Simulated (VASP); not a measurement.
Here is a VASP 6.6.1 calculation.

The input INCAR:

```
PREC = Accurate
ENCUT = 520
EDIFF = 1E-7
ISMEAR = -1
SIGMA = 0.05
LREAL = False
LASPH = True
NELM = 100
ALGO = Normal
ISIF = 2
LWAVE = False
LCHARG = True
GGA = PE
LELF = True
LVHAR = True
NBANDS = 15
```

KPOINTS

```
regular mesh
0
Gamma
  15 15 15
```

File POSCAR:

```
TiC
1.0
    0.0000000000      2.3641273732      2.3641273732
    2.3641273732      0.0000000000      2.3641273732
    2.3641273732      2.3641273732      0.0000000000
Ti C
1 1
Direct
    0.0000000000      0.0000000000      0.0000000000
    0.2500000000      0.2500000000      0.2500000000
```

Potentials or basis: VASP PAW PBE potentials, release 64 (Ti_sv, C).

Run with:

```sh
$ cat potpaw_PBE.64/Ti_sv/POTCAR potpaw_PBE.64/C/POTCAR > POTCAR
$ mpirun -np 1 vasp_std > vasp.out
```

Problem. What does it give for the band gap on the k mesh?

Solution. 0.57 eV.

Problem. Estimate the pressure.

Solution. 0.1 GPa.

Caveat: an odd mesh through Γ misses points on the zone boundary, where band edges can lie.
